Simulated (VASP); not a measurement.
Wanted: the native input for a VASP 6.6.1 run.

* Task: single point
* Functional: r2SCAN0
* Potentials or basis: VASP PAW PBE potentials, release 64 (Ge_d)
* Cutoff: 520 eV
* k mesh: 6 × 6 × 6
* Occupations: fermi-dirac, width 0.05 eV
* Spin: no spin polarisation
* Dipole correction: no
* Grid for exact exchange (PRECFOCK): Normal
* Further INCAR settings: ALGO = Normal; EDIFF = 1e-07; NBANDS = 13

Crystal: Ge.

```xyz
1
Lattice="-1.6400 1.6400 1.9099 1.6400 -1.6400 1.9099 1.6400 1.6400 -1.9099" Properties=species:S:1:pos:R:3 pbc="T T T"
Ge    0.0000    0.0000    1.9099
```

The input as run:

POSCAR

```
Ge
1.0
   -1.6399656558      1.6399656558      1.9099183467
    1.6399656558     -1.6399656558      1.9099183467
    1.6399656558      1.6399656558     -1.9099183467
Ge
1
Direct
    0.5000000000      0.5000000000      0.0000000000
```

INCAR.step1

```
  PREC = Accurate
  ENCUT = 520
  EDIFF = 1E-5
  ISMEAR = -1
  SIGMA = 0.05
  LREAL = F
  LASPH = T
  NELM = 60
  ALGO = Normal
  ISIF = 2
  LWAVE = T
  LCHARG = F
  GGA = PE
  NBANDS = 13
```

INCAR.step2

```
  PREC = Accurate
  ENCUT = 520
  EDIFF = 1E-7
  ISMEAR = -1
  SIGMA = 0.05
  LREAL = F
  LASPH = T
  NELM = 60
  ALGO = Normal
  ISIF = 2
  LWAVE = F
  LCHARG = F
  METAGGA = R2SCAN
  LHFCALC = T
  AEXX = 0.25
  LMIXTAU = T
  PRECFOCK = Normal
  ISTART = 1
  NBANDS = 13
```

KPOINTS

```
regular mesh
0
Gamma
  6 6 6
```

Potentials or basis: VASP PAW PBE potentials, release 64 (Ge_d).

The run is started by

```console
$ cat potpaw_PBE.64/Ge_d/POTCAR > POTCAR
$ cp INCAR.step1 INCAR
$ mpirun -np 1 vasp_std > vasp.out
$ cp INCAR.step2 INCAR
$ mpirun -np 1 vasp_std > vasp.out
```

It gave:

| Quantity | Value |
| --- | --- |
| Pressure | -6.2 GPa |
| Band gap on the k mesh | zero (band 7 reaches 15.53 eV, above the bottom of band 8 at 2.43 eV) |

Caveat: the k points lie up to 0.45 Å⁻¹ apart; the PAW data sets were made with another functional, which shifts forces and pressure a little.

Wall time 24 min on 1 thread of Intel(R) Xeon(R) Platinum 8559C (Emerald Rapids), with other jobs on the host, peak memory 0.15 GiB.
